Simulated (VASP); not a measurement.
# CaO (Fm-3m) in VASP: single point with r2SCAN

Aim: the single point of CaO with r2SCAN.

Everything below comes from runs of VASP 6.6.1. Logs are shortened: lines on timing, memory, paths and dates and some standing lists are left out, and cuts for length are marked.

### 1 The cell of the first run

The structure is cubic, space group Fm-3m (No. 225). Conventional cell: a = 4.877 Å, b = 4.877 Å, c = 4.877 Å, α = 90.00°, β = 90.00°, γ = 90.00°. Within 3.2 Å of Ca (site symmetry m-3m) lie 6 O at 2.44 Å. O (site symmetry m-3m) has 6 Ca at 2.44 Å within 3.2 Å.

### 2 Single point, r2SCAN

File POSCAR:

```
CaO
1.0
    0.0000000000      2.4386403500      2.4386403500
    2.4386403500      0.0000000000      2.4386403500
    2.4386403500      2.4386403500      0.0000000000
Ca O
1 1
Direct
    0.0000000000      0.0000000000      0.0000000000
    0.5000000000      0.5000000000      0.5000000000
```

File INCAR.step1:

```
ALGO     = Normal         # electronic algorithm
EDIFF    = 1E-4           # SCF threshold, eV
ENCUT    = 520            # plane-wave cutoff, eV
GGA      = PE             # functional
ISMEAR   = -1             # smearing method
LASPH    = T              # aspherical terms in the spheres
LCHARG   = F              # write CHGCAR
LREAL    = F              # projectors in reciprocal space
LWAVE    = T              # write WAVECAR
NBANDS   = 15             # bands
NELM     = 80             # most SCF steps
PREC     = Accurate       # precision mode
SIGMA    = 0.0428         # smearing width, eV
```

File INCAR.step2:

```
ALGO     = Normal         # electronic algorithm
EDIFF    = 1E-6           # SCF threshold, eV
ENCUT    = 520            # plane-wave cutoff, eV
ISIF     = 2              # what is computed and relaxed
ISMEAR   = -1             # smearing method
ISTART   = 1            
LASPH    = T              # aspherical terms in the spheres
LCHARG   = F              # write CHGCAR
LMIXTAU  = T            
LREAL    = F              # projectors in reciprocal space
LWAVE    = F              # write WAVECAR
METAGGA  = R2SCAN         # meta-GGA
NBANDS   = 15             # bands
NELM     = 80             # most SCF steps
PREC     = Accurate       # precision mode
SIGMA    = 0.0428         # smearing width, eV
```

File KPOINTS:

```
k-points
0
Gamma
  9 9 9
```

Potentials or basis: VASP PAW PBE potentials, release 64 (Ca_sv, O).

Command:

```
> cat potpaw_PBE.64/Ca_sv/POTCAR potpaw_PBE.64/O/POTCAR > POTCAR
> cp INCAR.step1 INCAR
> mpirun -np 1 vasp_std > vasp.out
> cp INCAR.step2 INCAR
> mpirun -np 1 vasp_std > vasp.out
```

OUTCAR:

```text
EDIFF = 1E-6
   ENCUT = 520
   ISIF = 2
   ISMEAR = -1
   ISTART = 1
   LASPH = T
   LREAL = F
   METAGGA = R2SCAN
   NELM = 80
   PREC = Accurate

 ion  position               nearest neighbor table
   1  0.000  0.000  0.000-   2 2.44   2 2.44   2 2.44   2 2.44   2 2.44   2 2.44
   2  0.500  0.500  0.500-   1 2.44   1 2.44   1 2.44   1 2.44   1 2.44   1 2.44

  LATTYP: Found a face centered cubic cell.
 ALAT       =     4.8772807000

  Lattice vectors:

 A1 = (   0.0000000000,   2.4386403500,   2.4386403500)
 A2 = (   2.4386403500,   0.0000000000,   2.4386403500)
 A3 = (   2.4386403500,   2.4386403500,   0.0000000000)

Analysis of symmetry for initial positions (statically):
=====================================================================
 Subroutine PRICEL returns:
 Original cell was already a primitive cell.

 Routine SETGRP: Setting up the symmetry group for a
 face centered cubic supercell.

 Subroutine GETGRP returns: Found 48 space group operations
 (whereof 48 operations were pure point group operations)
 out of a pool of 48 trial point group operations.

The static configuration has the point symmetry O_h .

Analysis of symmetry for dynamics (positions and initial velocities):
=====================================================================
 Subroutine PRICEL returns:
 Original cell was already a primitive cell.

 Routine SETGRP: Setting up the symmetry group for a
 face centered cubic supercell.

 Subroutine GETGRP returns: Found 48 space group operations
 (whereof 48 operations were pure point group operations)
 out of a pool of 48 trial point group operations.

The dynamic configuration has the point symmetry O_h .

 Subroutine INISYM returns: Found 48 space group operations
 (whereof 48 operations are pure point group operations),
 and found     1 'primitive' translations

----------------------------------------------------------------------------------------

                                     Primitive cell

  volume of cell :      29.0050

  direct lattice vectors                    reciprocal lattice vectors
     0.000000000  2.438640350  2.438640350    -0.205032284  0.205032284  0.205032284
     2.438640350  0.000000000  2.438640350     0.205032284 -0.205032284  0.205032284
     2.438640350  2.438640350  0.000000000     0.205032284  0.205032284 -0.205032284

  length of vectors
     3.448758257  3.448758257  3.448758257     0.355126333  0.355126333  0.355126333

  position of ions in fractional coordinates (direct lattice)
     0.000000000  0.000000000  0.000000000
     0.500000000  0.500000000  0.500000000

  ion indices of the primitive-cell ions
   primitive index   ion index
                 1           1
                 2           2

----------------------------------------------------------------------------------------

 KPOINTS: k-points

Automatic generation of k-mesh.
 Grid dimensions read from file:
 generate k-points for:    9    9    9

 Generating k-lattice:

  Cartesian coordinates                     Fractional coordinates (reciprocal lattice)
    -0.022781365  0.022781365  0.022781365     0.111111111  0.000000000  0.000000000
     0.022781365 -0.022781365  0.022781365     0.000000000  0.111111111  0.000000000
     0.022781365  0.022781365 -0.022781365     0.000000000  0.000000000  0.111111111

  Length of vectors
     0.039458481  0.039458481  0.039458481

  Shift w.r.t. Gamma in fractional coordinates (k-lattice)
     0.000000000  0.000000000  0.000000000

 Subroutine IBZKPT returns following result:
 ===========================================

 Found     35 irreducible k-points:

 Following reciprocal coordinates:
            Coordinates               Weight
  0.000000  0.000000  0.000000      1.000000
  0.111111  0.000000  0.000000      8.000000
  0.222222  0.000000  0.000000      8.000000
  0.333333  0.000000  0.000000      8.000000
  0.444444  0.000000  0.000000      8.000000
  0.111111  0.111111  0.000000      6.000000
[... 16 lines left out ...]
 -0.333333  0.333333  0.000000     12.000000
  0.444444  0.444444  0.000000      6.000000
 [... further k-points ...]
   k-points           NKPTS =     35   k-points in BZ     NKDIM =     35   number of bands    NBANDS=     15
   number of dos      NEDOS =    301   number of ions     NIONS =      2
   total plane-waves  NPLWV =  21952
   dimension x,y,z NGX =    28 NGY =   28 NGZ =   28
   dimension x,y,z NGXF=    56 NGYF=   56 NGZF=   56
   ions per type =               1   1
   NGX,Y,Z   is equivalent  to a cutoff of  13.50, 13.50, 13.50 a.u.
   NGXF,Y,Z  is equivalent  to a cutoff of  26.99, 26.99, 26.99 a.u.
 SYSTEM =  unknown system
   PREC   = accura    normal or accurate (medium, high low for compatibility)
   ISTART =      1    job   : 0-new  1-cont  2-samecut
   ICHARG =      0    charge: 1-file 2-atom 10-const
   ISPIN  =      1    spin polarized calculation?
   LNONCOLLINEAR =      F non collinear calculations
   LSORBIT =      F    spin-orbit coupling
   LASPH  =      T    aspherical Exc in radial PAW
   ENCUT  =  520.0 eV  38.22 Ry    6.18 a.u.   6.41  6.41  6.41*2*pi/ulx,y,z
   NELM   =     80;   NELMIN=  2; NELMDL=  0     # of ELM steps
   EDIFF  = 0.1E-05   stopping-criterion for ELM
   LREAL  =      F    real-space projection
   EDIFFG = 0.1E-04   stopping-criterion for IOM
   NSW    =      0    number of steps for IOM
   IBRION =     -1    ionic relax: 0-MD 1-quasi-New 2-CG
   NFREE  =      0    steps in history (QN), initial steepest desc. (CG)
   ISIF   =      2    stress and relaxation
   ISYM   =      2    0-nonsym 1-usesym 2-fastsym
   POTIM  = 0.5000    time-step for ionic-motion
   TEBEG  =    0.0;   TEEND  =   0.0 temperature during run
   PSTRESS=    0.0 pullay stress
   NELECT =      16.0000    total number of electrons
   NUPDOWN=      -1.0000    fix difference up-down
   EMIN   =  10.00;   EMAX   =-10.00  energy-range for DOS
   EFERMI =   0.00;   METHOD = LEGACY
   ISMEAR =    -1;   SIGMA  =   0.04  broadening in eV -4-tet -1-fermi 0-gaus
   EFERMI_NEDOS =   21; number of points for ismear=-14 and -15
   IALGO  =     38    algorithm
   IMIX   =      4    mixing-type and parameters
     AMIX     =   0.40;   BMIX     =  1.00
     AMIX_MAG =   1.60;   BMIX_MAG =  1.00
  volume/ion in A,a.u.               =      14.50        97.87
  Fermi-wavevector in a.u.,A,eV,Ry     =   1.342632  2.537207 24.526696  1.802661
  Thomas-Fermi vector in A             =   2.470771
   LORBIT       =      0    0 simple, 1 ext, 2 COOP (PROOUT), +10 PAW based schemes
   METAGGA = R2SCAN    functional components
   LHFCALC =     F    Hartree Fock is set to
   AEXX    =    0.0000 exact exchange contribution
   IVDW    =     0    specifies the selected vdW correction
   LEPSILON=     F    determine dielectric tensor
   LRPA    =     F    only Hartree local field effects (RPA)
 non-spin polarized calculation
  energy-cutoff  :      520.00
  volume of cell :       29.01
 maximum number of plane-waves:       797
 NGX is ok and might be reduce to    28
   NGX = 13   NGY = 13   NGZ = 13

 number of electron      16.0000004 magnetization

 Free energy of the ion-electron system (eV)
  ---------------------------------------------------
  ext. energy  EPLUGINS =         0.00000000
  ---------------------------------------------------
  free energy    TOTEN  =       -19.43814806 eV

  energy without entropy =      -19.43814806  energy(sigma->0) =      -19.43814806

 E-fermi :   2.6885     XC(G=0): -10.8446

 val. band max:        1.7754369778   @ k =   0.0000   0.0000   0.0000
 cond. band min:       6.0266817595   @ k =   0.4444   0.4444   0.0000
 fundamental gap:      4.2512447817
 Fermi energy:         2.6884966704

 k-point     1 :       0.0000    0.0000    0.0000
  band No.  band energies     occupation
      1     -37.4711      2.00000
      2     -17.3910      2.00000
      3     -17.3910      2.00000
      4     -17.3910      2.00000
      5     -14.6143      2.00000
      6       1.7754      2.00000
      7       1.7754      2.00000
      8       1.7754      2.00000
      9       6.8423      0.00000
     10       8.5150      0.00000
     11       8.5150      0.00000
     12       8.5150      0.00000
     13      10.0357      0.00000
     14      10.0357      0.00000
     15      17.2578      0.00000

 k-point     2 :       0.1111    0.0000    0.0000
  band No.  band energies     occupation
      1     -37.4615      2.00000
      2     -17.5442      2.00000
      3     -17.3964      2.00000
      4     -17.3964      2.00000
      5     -14.4529      2.00000
      6       1.3689      2.00000
      7       1.6217      2.00000
      8       1.6218      2.00000
      9       7.3848      0.00000
     10       8.4713      0.00000
     11       8.7187      0.00000
     12       8.7187      0.00000
     13      10.3121      0.00000
     14      10.3121      0.00000
     15      17.7124      0.00000

 k-point     3 :       0.2222    0.0000    0.0000
  band No.  band energies     occupation
      1     -37.4370      2.00000
      2     -17.8756      2.00000
      3     -17.4099      2.00000
      4     -17.4099      2.00000
      5     -14.0982      2.00000
      6       0.5369      2.00000
      7       1.2660      2.00000
      8       1.2660      2.00000
      9       8.4289      0.00000
     10       8.6752      0.00000
     11       9.2701      0.00000
     12       9.2701      0.00000
     13      11.0122      0.00000
     14      11.0122      0.00000
     15      18.1622      0.00000
[... 343 lines left out ...]
 k-point    23 :      -0.3333    0.3333    0.0000
  band No.  band energies     occupation
      1     -37.3691      2.00000
      2     -18.0216      2.00000
      3     -17.7527      2.00000
      4     -17.4995      2.00000
      5     -13.9089      2.00000
      6       0.1298      2.00000
      7       0.6699      2.00000
      8       0.8662      2.00000
      9       8.2393      0.00000
     10       9.6322      0.00000
     11      10.8250      0.00000
     12      10.9103      0.00000
     13      12.3065      0.00000
     14      15.6002      0.00000
     15      15.9427      0.00000

 k-point    24 :       0.4444    0.4444    0.0000
  band No.  band energies     occupation
      1     -37.3668      2.00000
      2     -17.9089      2.00000
      3     -17.5800      2.00000
      4     -17.5800      2.00000
      5     -14.3584      2.00000
      6       0.4045      2.00000
      7       1.3942      2.00000
      8       1.3942      2.00000
      9       6.0267      0.00000
     10      10.1466      0.00000
     11      11.1138      0.00000
     12      11.6404      0.00000
     13      11.6405      0.00000
     14      13.2987      0.00000
     15      16.1159      0.00000

 [... further k-points ...]

------------------------ aborting loop because EDIFF is reached ----------------------------------------

  FORCE on cell =-STRESS in cart. coord.  units (eV):
  Direction    XX          YY          ZZ          XY          YZ          ZX
  --------------------------------------------------------------------------------------
  -------------------------------------------------------------------------------------
  Total       -0.8182988     -0.8182988     -0.8182988     -0.0000000      0.0000000      0.0000000
  in kB      -45.2011261    -45.2011261    -45.2011261     -0.0000000      0.0000000      0.0000000
  external PRESSURE =     -45.2011261 kB  Pullay stress =       0.0000000 kB

 VOLUME and BASIS-vectors are now :
 -----------------------------------------------------------------------------
  energy-cutoff  :      520.00
  volume of cell :       29.01
      direct lattice vectors                 reciprocal lattice vectors
     0.000000000  2.438640350  2.438640350    -0.205032284  0.205032284  0.205032284
     2.438640350  0.000000000  2.438640350     0.205032284 -0.205032284  0.205032284
     2.438640350  2.438640350  0.000000000     0.205032284  0.205032284 -0.205032284

 POSITION                                       TOTAL-FORCE (eV/Angst)
 -----------------------------------------------------------------------------------
      0.00000      0.00000      0.00000         0.000000     -0.000000      0.000000
      2.43864      2.43864      2.43864         0.000000      0.000000     -0.000000
 -----------------------------------------------------------------------------------
    total drift:                                0.000000      0.000000      0.000000

  FREE ENERGIE OF THE ION-ELECTRON SYSTEM (eV)
  ---------------------------------------------------
  free  energy   TOTEN  =       -19.4381480559 eV

  energy  without entropy=      -19.4381480559  energy(sigma->0) =      -19.43814806
```

It took 2.2 min on 1 thread of Intel Xeon 8259CL, shared host; peak memory 0.17 GiB.

What came out:

| Property | Result |
| --- | --- |
| Free energy | -19.4381 eV |
| Pressure | -4.5 GPa |
| Band gap on the k mesh | 4.25 eV (least direct gap 4.63 eV) |

Caveat: the cell stands under tension; the PAW data sets were made with another functional, which shifts forces and pressure a little; an odd mesh through Γ misses points on the zone boundary, where band edges can lie.
